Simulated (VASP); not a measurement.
# VMo3Se8: single point with PBE

Crystal: VMo3Se8.

```xyz
12
Lattice="3.5935 0.0000 0.0000 -1.7967 3.1120 0.0000 0.0000 0.0000 26.2800" Properties=species:S:1:pos:R:3 pbc="T T T"
V     0.0000    0.0000   13.1400
Mo    0.0000    0.0000   19.7100
Mo    0.0000    0.0000    0.0000
Mo    0.0000    0.0000    6.5700
Se    0.0000    2.0747   21.3525
Se    0.0000    2.0747    1.6425
Se    0.0000    2.0747    8.2125
Se    0.0000    2.0747   14.7825
Se    1.7967    1.0373   24.6375
Se    1.7967    1.0373    4.9275
Se    1.7967    1.0373   11.4975
Se    1.7967    1.0373   18.0675
```

```json
{
 "Program": "VASP 6.6.1",
 "Task": "single point",
 "Functional": "PBE",
 "Potentials or basis": "VASP PAW PBE potentials, release 64 (V_sv, Mo_sv, Se)",
 "Cutoff": "520 eV",
 "k mesh": "6 × 6 × 1",
 "Occupations": "gaussian, width 0.1 eV",
 "Spin": "collinear spin, ferromagnetic start",
 "Starting moments": "[2.0, 1.0, 1.0, 1.0, 0.0, 0.0, 0.0, 0.0, 0.0, 0.0, 0.0, 0.0] μB",
 "Dipole correction": "no",
 "Further INCAR settings": "ALGO = Normal; EDIFF = 1e-06; NBANDS = 68"
}
```

The pressure is -9.1 GPa, the largest force is 1.401 eV/Å and the net moment is 1.15 μB per cell. The site moments are V +1.43; Mo -0.01, +0.00 (each value once); Se +0.00, -0.00, -0.15 (each value once) μB and the valence electrons inside the program's atomic spheres are V 11.22; Mo 12.11; Se 3.79, 3.78, 3.77 (each value once).

Forces in eV/Å, atoms in the order of the input:
```
V    0.000  0.000  0.000
Mo   0.000  0.000  0.000
Mo   0.000  0.000  0.000
Mo   0.000  0.000  0.000
Se   0.000  0.000 -0.806
Se   0.000  0.000 -0.808
Se   0.000  0.000 -0.803
Se   0.000  0.000 -1.401
Se   0.000  0.000  0.808
Se   0.000  0.000  0.806
Se   0.000  0.000  1.401
Se   0.000  0.000  0.803
```

Stress tensor (GPa, compression positive):
```
-10.32   0.00   0.00
  0.00 -10.32   0.00
  0.00   0.00  -6.76
```

Levels at points of the mesh, in eV from the Fermi level:
Spin up:
| k point | band 49 | band 50 | band 51 | band 52 | band 53 | band 54 | band 55 | band 56 |
| --- | --- | --- | --- | --- | --- | --- | --- | --- |
| (0.00, 0.00, 0.00) | -0.55 | -0.20 | -0.20 | -0.20 | -0.12 | -0.12 | -0.10 | -0.10 |
| (0.50, 0.00, 0.00) | -1.20 | -1.20 | -0.93 | -0.92 | -0.04 | 0.30 | 0.31 | 0.36 |
Spin down:
```tsv
k point	band 48	band 49	band 50	band 51	band 52	band 53	band 54	band 55
(0.00, 0.00, 0.00)	-0.20	-0.20	-0.12	-0.12	-0.10	-0.10	-0.06	-0.02
(0.50, 0.00, 0.00)	-1.35	-1.21	-1.20	-1.06	0.31	0.33	0.36	0.36
```

Run time: 26 min on 1 thread of Intel Xeon 8259CL (shared host), peak memory 0.6 GiB.

Caveat: the cell stands under tension; this functional lacks dispersion, which binds layers or chains, so the pressure and a relaxed spacing across them are unreliable; forces of over 1 eV/Å act on the atoms, so gaps and moduli don't describe the material at rest. With open d or f shells a metallic result of PBE can be an artefact of self-interaction; +U or a hybrid may open a gap.
